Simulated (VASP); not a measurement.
Here is a VASP 6.6.1 calculation.

File INCAR:

```
PREC     = Accurate       # precision mode
ENCUT    = 600            # plane-wave cutoff, eV
EDIFF    = 1E-7           # SCF threshold, eV
ISMEAR   = 0              # smearing method
SIGMA    = 0.1            # smearing width, eV
LREAL    = False          # projectors in reciprocal space
LASPH    = True           # aspherical terms in the spheres
NELM     = 80             # most SCF steps
ALGO     = Normal         # electronic algorithm
ISIF     = 3              # what is computed and relaxed
LWAVE    = False          # write WAVECAR
LCHARG   = False          # write CHGCAR
GGA      = PE             # functional
IBRION   = 2              # ionic algorithm
NSW      = 100            # ionic steps
EDIFFG   = -0.01          # ionic threshold
```

Contents of KPOINTS:

```
Automatic mesh
0
Gamma
  14 14 10
```

POSCAR

```
LuHfO
1.0
    3.3911513217      0.0000000000      0.0000000000
    0.0000000000      3.3911513217      0.0000000000
    0.0000000000      0.0000000000      4.3741220747
Lu Hf O
1 1 1
Direct
    0.0000000000      0.0000000000      0.0000000000
    0.5000000000      0.5000000000      0.5000000000
    0.5000000000      0.5000000000      0.0000000000
```

Potentials or basis: VASP PAW PBE potentials, release 64 (Lu, Hf_pv, O).

Run with:

```sh
$ cat potpaw_PBE.64/Lu/POTCAR potpaw_PBE.64/Hf_pv/POTCAR potpaw_PBE.64/O/POTCAR > POTCAR
$ mpirun -np 1 vasp_std > vasp.out
```

Q: What does it give for the relaxed volume?

A: 16.74 Å³/atom.

Q: Predict the space group after relaxing (to 0.1 Å).

A: P4/mmm (No. 123).

Q: Predict the relaxed cell.

A: a = 3.397 Å, b = 3.397 Å, c = 4.353 Å, α = 90.00°, β = 90.00°, γ = 90.00°.

Final structure:
```
CELL_PARAMETERS angstrom
3.39720 0.00000 0.00000
0.00000 3.39720 0.00000
0.00000 0.00000 4.35260
ATOMIC_POSITIONS crystal
Lu 0.00000 0.00000 0.00000
Hf 0.50000 0.50000 0.50000
O 0.50000 0.50000 0.00000
```

Caveat: an odd number of electrons without spin polarisation forces a metal; a magnetic or distorted state may lie lower.
